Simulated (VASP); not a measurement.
# AlPdC4N4 (P-43m) in VASP: a series of runs

Runs on AlPdC4N4. Level: PBE. Tasks: single point.

Program: VASP 6.6.1. These are calculated values, not measurements. Logs are shortened: lines on timing, memory, paths and dates and some standing lists are left out, and cuts for length are marked.

## Step 1: The cell of the first run

Symmetry: P-43m, No. 215, cubic system. The conventional cell has a = 5.855 Å, b = 5.855 Å, c = 5.855 Å, α = 90.00°, β = 90.00°, γ = 90.00°. Al (site symmetry -43m) has 4 N at 1.96 Å within 2.6 Å. Within 2.6 Å of Pd (site symmetry -43m) lie 4 C at 1.94 Å. C (site symmetry 3m) has 1 N at 1.17 Å within 1.6 Å. N (site symmetry 3m) has 1 C at 1.17 Å within 1.6 Å.

## Step 2: Single point, PBE

Input file INCAR:

```
  ALGO = Normal
  EDIFF = 1E-6
  ENCUT = 520
  GGA = PE
  ISIF = 2
  ISMEAR = 0
  LASPH = T
  LCHARG = F
  LREAL = F
  LWAVE = F
  NBANDS = 36
  NELM = 80
  PREC = Accurate
  SIGMA = 0.1
```

Input file KPOINTS:

```
k-points
0
Gamma
  4 4 4
```

Input file POSCAR:

```
AlPdC4N4
1.0
    5.8549090800      0.0000000000      0.0000000000
    0.0000000000      5.8549090800      0.0000000000
    0.0000000000      0.0000000000      5.8549090800
Al Pd C N
1 1 4 4
Direct
    0.5000000000      0.5000000000      0.5000000000
    0.0000000000      0.0000000000      0.0000000000
    0.1911054100      0.1911054100      0.1911054100
    0.1911054100      0.8088945900      0.8088945900
    0.8088945900      0.1911054100      0.8088945900
    0.8088945900      0.8088945900      0.1911054100
    0.3064786500      0.3064786500      0.3064786500
    0.3064786500      0.6935213500      0.6935213500
    0.6935213500      0.3064786500      0.6935213500
    0.6935213500      0.6935213500      0.3064786500
```

Potentials or basis: VASP PAW PBE potentials, release 64 (Al, Pd, C, N).

Started as:

```
$ cat potpaw_PBE.64/Al/POTCAR potpaw_PBE.64/Pd/POTCAR potpaw_PBE.64/C/POTCAR potpaw_PBE.64/N/POTCAR > POTCAR
$ mpirun -np 1 vasp_std > vasp.out
```

OUTCAR:

```text
EDIFF = 1E-6
   ENCUT = 520
   GGA = PE
   ISIF = 2
   ISMEAR = 0
   LASPH = T
   LREAL = F
   NELM = 80
   PREC = Accurate

 ion  position               nearest neighbor table
   1  0.500  0.500  0.500-   7 1.96   8 1.96   9 1.96  10 1.96
   2  0.000  0.000  0.000-   3 1.94   4 1.94   5 1.94   6 1.94
   3  0.191  0.191  0.191-   7 1.17   2 1.94
   4  0.191  0.809  0.809-   8 1.17   2 1.94
   5  0.809  0.191  0.809-   9 1.17   2 1.94
   6  0.809  0.809  0.191-  10 1.17   2 1.94
   7  0.306  0.306  0.306-   3 1.17   1 1.96
   8  0.306  0.694  0.694-   4 1.17   1 1.96
   9  0.694  0.306  0.694-   5 1.17   1 1.96
  10  0.694  0.694  0.306-   6 1.17   1 1.96

  LATTYP: Found a simple cubic cell.
 ALAT       =     5.8549090800

  Lattice vectors:

 A1 = (   5.8549090800,   0.0000000000,   0.0000000000)
 A2 = (   0.0000000000,   5.8549090800,   0.0000000000)
 A3 = (   0.0000000000,   0.0000000000,   5.8549090800)

Analysis of symmetry for initial positions (statically):
=====================================================================
 Subroutine PRICEL returns:
 Original cell was already a primitive cell.

 Routine SETGRP: Setting up the symmetry group for a
 simple cubic supercell.

 Subroutine GETGRP returns: Found 24 space group operations
 (whereof 24 operations were pure point group operations)
 out of a pool of 48 trial point group operations.

The static configuration has the point symmetry T_d .

Analysis of symmetry for dynamics (positions and initial velocities):
=====================================================================
 Subroutine PRICEL returns:
 Original cell was already a primitive cell.

 Routine SETGRP: Setting up the symmetry group for a
 simple cubic supercell.

 Subroutine GETGRP returns: Found 24 space group operations
 (whereof 24 operations were pure point group operations)
 out of a pool of 48 trial point group operations.

The dynamic configuration has the point symmetry T_d .

 Subroutine INISYM returns: Found 24 space group operations
 (whereof 24 operations are pure point group operations),
 and found     1 'primitive' translations

----------------------------------------------------------------------------------------

                                     Primitive cell

  volume of cell :     200.7061

  direct lattice vectors                    reciprocal lattice vectors
     5.854909080  0.000000000  0.000000000     0.170796845  0.000000000  0.000000000
     0.000000000  5.854909080  0.000000000     0.000000000  0.170796845  0.000000000
     0.000000000  0.000000000  5.854909080     0.000000000  0.000000000  0.170796845

  length of vectors
     5.854909080  5.854909080  5.854909080     0.170796845  0.170796845  0.170796845

  position of ions in fractional coordinates (direct lattice)
     0.500000000  0.500000000  0.500000000
     0.000000000  0.000000000  0.000000000
     0.191105410  0.191105410  0.191105410
     0.191105410  0.808894590  0.808894590
     0.808894590  0.191105410  0.808894590
     0.808894590  0.808894590  0.191105410
     0.306478650  0.306478650  0.306478650
     0.306478650  0.693521350  0.693521350
     0.693521350  0.306478650  0.693521350
     0.693521350  0.693521350  0.306478650

  ion indices of the primitive-cell ions
   primitive index   ion index
                 1           1
                 2           2
                 3           3
                 4           4
                 5           5
                 6           6
                 7           7
                 8           8
                 9           9
                10          10

----------------------------------------------------------------------------------------

 KPOINTS: k-points

Automatic generation of k-mesh.
 Grid dimensions read from file:
 generate k-points for:    4    4    4

 Generating k-lattice:

  Cartesian coordinates                     Fractional coordinates (reciprocal lattice)
     0.042699211  0.000000000  0.000000000     0.250000000  0.000000000  0.000000000
     0.000000000  0.042699211  0.000000000     0.000000000  0.250000000  0.000000000
     0.000000000  0.000000000  0.042699211     0.000000000  0.000000000  0.250000000

  Length of vectors
     0.042699211  0.042699211  0.042699211

  Shift w.r.t. Gamma in fractional coordinates (k-lattice)
     0.000000000  0.000000000  0.000000000

 Subroutine IBZKPT returns following result:
 ===========================================

 Found     10 irreducible k-points:

 Following reciprocal coordinates:
            Coordinates               Weight
  0.000000  0.000000  0.000000      1.000000
  0.250000  0.000000  0.000000      6.000000
  0.500000  0.000000  0.000000      3.000000
  0.250000  0.250000  0.000000     12.000000
  0.500000  0.250000  0.000000     12.000000
  0.500000  0.500000  0.000000      3.000000
  0.250000  0.250000  0.250000      8.000000
  0.500000  0.250000  0.250000     12.000000
  0.500000  0.500000  0.250000      6.000000
  0.500000  0.500000  0.500000      1.000000
   k-points           NKPTS =     10   k-points in BZ     NKDIM =     10   number of bands    NBANDS=     36
   number of dos      NEDOS =    301   number of ions     NIONS =     10
   total plane-waves  NPLWV = 110592
   dimension x,y,z NGX =    48 NGY =   48 NGZ =   48
   dimension x,y,z NGXF=    96 NGYF=   96 NGZF=   96
   ions per type =               1   1   4   4
   NGX,Y,Z   is equivalent  to a cutoff of  13.63, 13.63, 13.63 a.u.
   NGXF,Y,Z  is equivalent  to a cutoff of  27.26, 27.26, 27.26 a.u.
 SYSTEM =  unknown system
   PREC   = accura    normal or accurate (medium, high low for compatibility)
   ISTART =      0    job   : 0-new  1-cont  2-samecut
   ICHARG =      2    charge: 1-file 2-atom 10-const
   ISPIN  =      1    spin polarized calculation?
   LNONCOLLINEAR =      F non collinear calculations
   LSORBIT =      F    spin-orbit coupling
   LASPH  =      T    aspherical Exc in radial PAW
   ENCUT  =  520.0 eV  38.22 Ry    6.18 a.u.  10.89 10.89 10.89*2*pi/ulx,y,z
   NELM   =     80;   NELMIN=  2; NELMDL= -5     # of ELM steps
   EDIFF  = 0.1E-05   stopping-criterion for ELM
   LREAL  =      F    real-space projection
   EDIFFG = 0.1E-04   stopping-criterion for IOM
   NSW    =      0    number of steps for IOM
   IBRION =     -1    ionic relax: 0-MD 1-quasi-New 2-CG
   NFREE  =      0    steps in history (QN), initial steepest desc. (CG)
   ISIF   =      2    stress and relaxation
   ISYM   =      2    0-nonsym 1-usesym 2-fastsym
   POTIM  = 0.5000    time-step for ionic-motion
   TEBEG  =    0.0;   TEEND  =   0.0 temperature during run
   PSTRESS=    0.0 pullay stress
   NELECT =      49.0000    total number of electrons
   NUPDOWN=      -1.0000    fix difference up-down
   EMIN   =  10.00;   EMAX   =-10.00  energy-range for DOS
   EFERMI =   0.00;   METHOD = LEGACY
   ISMEAR =     0;   SIGMA  =   0.10  broadening in eV -4-tet -1-fermi 0-gaus
   EFERMI_NEDOS =   21; number of points for ismear=-14 and -15
   IALGO  =     38    algorithm
   IMIX   =      4    mixing-type and parameters
     AMIX     =   0.40;   BMIX     =  1.00
     AMIX_MAG =   1.60;   BMIX_MAG =  1.00
  volume/ion in A,a.u.               =      20.07       135.44
  Fermi-wavevector in a.u.,A,eV,Ry     =   1.023183  1.933536 14.243990  1.046904
  Thomas-Fermi vector in A             =   2.156903
   LORBIT       =      0    0 simple, 1 ext, 2 COOP (PROOUT), +10 PAW based schemes
   GGA     = PE    functional components
   LHFCALC =     F    Hartree Fock is set to
   AEXX    =    0.0000 exact exchange contribution
   IVDW    =     0    specifies the selected vdW correction
   LEPSILON=     F    determine dielectric tensor
   LRPA    =     F    only Hartree local field effects (RPA)
 non-spin polarized calculation
 Gauss-broadening in eV      SIGMA  =   0.10
  energy-cutoff  :      520.00
  volume of cell :      200.71
 maximum number of plane-waves:      5449
 NGX is ok and might be reduce to    48
   NGX = 21   NGY = 21   NGZ = 21

 number of electron      49.0000010 magnetization

 Free energy of the ion-electron system (eV)
  ---------------------------------------------------
  ext. energy  EPLUGINS =         0.00000000
  ---------------------------------------------------
  free energy    TOTEN  =       -76.40212155 eV

  energy without entropy =      -76.32995469  energy(sigma->0) =      -76.36603812

 E-fermi :  -0.5395     XC(G=0):  -7.2873

 val. band max:       -0.5855867263   @ k =   0.5000   0.2500   0.2500
 cond. band min:      -0.5250443390   @ k =   0.5000   0.0000   0.0000
 fundamental gap:      0.0605423874
 Fermi energy:        -0.5395374114

 k-point     1 :       0.0000    0.0000    0.0000
  band No.  band energies     occupation
      1     -18.2685      2.00000
      2     -18.1006      2.00000
      3     -18.1006      2.00000
      4     -18.1006      2.00000
      5      -9.6881      2.00000
      6      -8.0488      2.00000
[... 28 lines left out ...]
     35       5.6789      0.00000
     36       8.2804      0.00000

 k-point     2 :       0.2500    0.0000    0.0000
  band No.  band energies     occupation
      1     -18.2522      2.00000
      2     -18.1171      2.00000
      3     -18.1004      2.00000
      4     -18.1004      2.00000
      5      -9.6469      2.00000
      6      -8.1801      2.00000
[... 28 lines left out ...]
     35       5.7554      0.00000
     36       7.4006      0.00000
[... 271 lines left out ...]
     35       6.8408      0.00000
     36       6.8576      0.00000

 k-point    10 :       0.5000    0.5000    0.5000
  band No.  band energies     occupation
      1     -18.2133      2.00000
      2     -18.1175      2.00000
      3     -18.1175      2.00000
      4     -18.1175      2.00000
      5      -9.7351      2.00000
      6      -8.0510      2.00000
[... 28 lines left out ...]
     35       6.5881      0.00000
     36       6.5881      0.00000

------------------------ aborting loop because EDIFF is reached ----------------------------------------

  FORCE on cell =-STRESS in cart. coord.  units (eV):
  Direction    XX          YY          ZZ          XY          YZ          ZX
  --------------------------------------------------------------------------------------
  -------------------------------------------------------------------------------------
  Total        0.6844560      0.6844560      0.6844560     -0.0000000      0.0000000     -0.0000000
  in kB        5.4638111      5.4638111      5.4638111     -0.0000000      0.0000000     -0.0000000
  external PRESSURE =       5.4638111 kB  Pullay stress =       0.0000000 kB

 VOLUME and BASIS-vectors are now :
 -----------------------------------------------------------------------------
  energy-cutoff  :      520.00
  volume of cell :      200.71
      direct lattice vectors                 reciprocal lattice vectors
     5.854909080  0.000000000  0.000000000     0.170796845  0.000000000  0.000000000
     0.000000000  5.854909080  0.000000000     0.000000000  0.170796845  0.000000000
     0.000000000  0.000000000  5.854909080     0.000000000  0.000000000  0.170796845

 POSITION                                       TOTAL-FORCE (eV/Angst)
 -----------------------------------------------------------------------------------
      2.92745      2.92745      2.92745         0.000000      0.000000     -0.000000
      0.00000      0.00000      0.00000         0.000000      0.000000      0.000000
      1.11890      1.11890      1.11890         0.013255      0.013255      0.013255
      1.11890      4.73600      4.73600         0.013255     -0.013255     -0.013255
      4.73600      1.11890      4.73600        -0.013255      0.013255     -0.013255
      4.73600      4.73600      1.11890        -0.013255     -0.013255      0.013255
      1.79440      1.79440      1.79440         1.850599      1.850599      1.850599
      1.79440      4.06050      4.06050         1.850599     -1.850599     -1.850599
      4.06050      1.79440      4.06050        -1.850599      1.850599     -1.850599
      4.06050      4.06050      1.79440        -1.850599     -1.850599      1.850599
 -----------------------------------------------------------------------------------
    total drift:                               -0.000000     -0.000000     -0.000000

  FREE ENERGIE OF THE ION-ELECTRON SYSTEM (eV)
  ---------------------------------------------------
  free  energy   TOTEN  =       -76.4021215460 eV

  energy  without entropy=      -76.3299546883  energy(sigma->0) =      -76.36603812
```

Run time: 1.7 min. Hardware: 1 thread of Intel Xeon 6975P-C, shared host; peak memory 0.36 GiB.

Results:

```yaml
Free_energy: -76.4021 eV
Pressure: 0.5 GPa
Largest_force: 3.205 eV/Å
```

Forces on the atoms (eV/Å):
```
Al   0.000  0.000  0.000
Pd   0.000  0.000  0.000
C    0.013  0.013  0.013
C    0.013 -0.013 -0.013
C   -0.013  0.013 -0.013
C   -0.013 -0.013  0.013
N    1.851  1.851  1.851
N    1.851 -1.851 -1.851
N   -1.851  1.851 -1.851
N   -1.851 -1.851  1.851
```

Caveat: forces of over 1 eV/Å act on the atoms, so gaps and moduli don't describe the material at rest.

[end of part 1 of 2]
